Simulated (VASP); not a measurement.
Here is a VASP 6.6.1 calculation.

INCAR

```
ALGO = Normal ; EDIFF = 1E-7
ENCUT = 520 ; GGA = RE
ISIF = 2 ; ISMEAR = 0
IVDW = 12 ; LASPH = True
LCHARG = True ; LELF = True
LREAL = False ; LVHAR = True
LWAVE = False ; NBANDS = 26
NELM = 100 ; PREC = Accurate
SIGMA = 0.05
```

File KPOINTS:

```
k-points
0
Gamma
  8 8 6
```

File POSCAR:

```
ZnO
1.0
    3.2580964316      0.0000000000      0.0000000000
   -1.6290482158      2.8215942777      0.0000000000
    0.0000000000      0.0000000000      5.2584533042
Zn O
2 2
Direct
    0.3333333333      0.6666666667      0.0015378783
    0.6666666667      0.3333333333      0.5015378783
    0.3333333333      0.6666666667      0.3805621217
    0.6666666667      0.3333333333      0.8805621217
```

Potentials or basis: VASP PAW PBE potentials, release 64 (Zn, O).

Run with:

```bash
$ cat potpaw_PBE.64/Zn/POTCAR potpaw_PBE.64/O/POTCAR > POTCAR
$ mpirun -np 1 vasp_std > vasp.out
```

What does it give for the band gap on the k mesh?

0.82 eV, direct.

What does it give for the pressure?

1.0 GPa.

Forces on the atoms (eV/Å):
```
Zn   0.000  0.000  0.004
Zn   0.000  0.000  0.004
O    0.000  0.000 -0.004
O    0.000  0.000 -0.004
```

Caveat: the PAW data sets were made with another functional, which shifts forces and pressure a little.

**Experimental background.**

From “Electronic structure of alkaline earth and post-transition metal oxides”, 2009, arxiv:0908.1581, for a bulk crystal of ZnO: band gap 3.37 eV.

Against the measured gap of ZnO, 3.37 eV (quoted in “Electronic structure of alkaline earth and post-transition metal oxides”, 2009, arxiv:0908.1581), the calculated 0.82 eV is off by -2.55 eV. So large a miss can be the level of theory's own, or it may mean another phase, state or a wrong row. The value is that of revPBE+D3(BJ), without temperature or zero-point motion. Semilocal functionals fall short of measured gaps as a rule.
